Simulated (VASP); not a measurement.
Runs of VASP 6.6.1 on CaSe. The structure is that of space group Fm-3m (No. 225), or close to it. The cells are those of the table. 

```tsv
level	cell	smearing	gap on the mesh (eV)	pressure (GPa)
PBE	a = 4.158 Å, angles 60.0°, 2 atoms	fermi-dirac 0.02 eV	1.98	(b)
r2SCAN	a = 4.005 Å, angles 60.0°, 2 atoms	gaussian 0.01 eV	2.12	10.1
PBE	a = 4.005 Å, angles 60.0°, 2 atoms	fermi-dirac 0.02 eV	(a)	10.2
r2SCAN	a = 4.158 Å, angles 60.0°, 2 atoms	gaussian 0.01 eV	2.45	1.8
```

Alike in all rows: task single point; potentials or basis VASP PAW PBE potentials, release 64 (Ca_sv, Se); no spin polarisation; k mesh 8 × 8 × 8; cutoff (eV) 520.

Q: Estimate the missing entries.

A: (a) 1.65; (b) 2.2.

Caveats: the PAW data sets were made with another functional, which shifts forces and pressure a little (some runs).

A k mesh can miss the band edges, and the runs leave out spin-orbit coupling on Se.
